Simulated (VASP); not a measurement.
Write the native input for VASP 6.6.1 that does the following.

| Item | Value |
| --- | --- |
| Task | single point |
| Functional | PBE |
| Potentials or basis | VASP PAW PBE potentials, release 64 (Zr_sv) |
| Cutoff | 520 eV |
| k mesh | 18 × 18 × 18 |
| Occupations | gaussian, width 0.1 eV |
| Spin | no spin polarisation |
| Dipole correction | no |
| Further INCAR settings | ALGO = Normal; EDIFF = 1e-07; NBANDS = 12 |

The structure of Zr lies in POSCAR:

```
Zr
1.0
    0.0000000000      2.0966897660      2.0966897660
    2.0966897660      0.0000000000      2.0966897660
    2.0966897660      2.0966897660      0.0000000000
Zr
1
Direct
    0.0000000000      0.0000000000      0.0000000000
```

This cell differs from its parent crystal: Rh replaced by Zr, lengths x 1.139, strained.

The input as run:

INCAR

```
PREC     = Accurate       # precision mode
ENCUT    = 520            # plane-wave cutoff, eV
EDIFF    = 1E-7           # SCF threshold, eV
ISMEAR   = 0              # smearing method
SIGMA    = 0.1            # smearing width, eV
LREAL    = False          # projectors in reciprocal space
LASPH    = True           # aspherical terms in the spheres
NELM     = 100            # most SCF steps
ALGO     = Normal         # electronic algorithm
ISIF     = 2              # what is computed and relaxed
LWAVE    = False          # write WAVECAR
LCHARG   = False          # write CHGCAR
GGA      = PE             # functional
NBANDS   = 12             # bands
```

KPOINTS

```
regular mesh
0
Gamma
  18 18 18
```

Potentials or basis: VASP PAW PBE potentials, release 64 (Zr_sv).

Run with:

```sh
$ cat potpaw_PBE.64/Zr_sv/POTCAR > POTCAR
$ mpirun -np 1 vasp_std > vasp.out
```

Results of the run:

The pressure is 30.2 GPa and the band gap on the k mesh is zero (band 6 reaches 12.73 eV, above the bottom of band 7 at 11.02 eV).

Caveat: the cell differs from its parent crystal (Rh replaced by Zr, lengths x 1.139, strained).

Wall time 23 s on 1 thread of Intel(R) Xeon(R) Platinum 8259CL CPU @ 2.50GHz (Skylake/Cascade Lake), with other jobs on the host, peak memory 0.17 GiB.
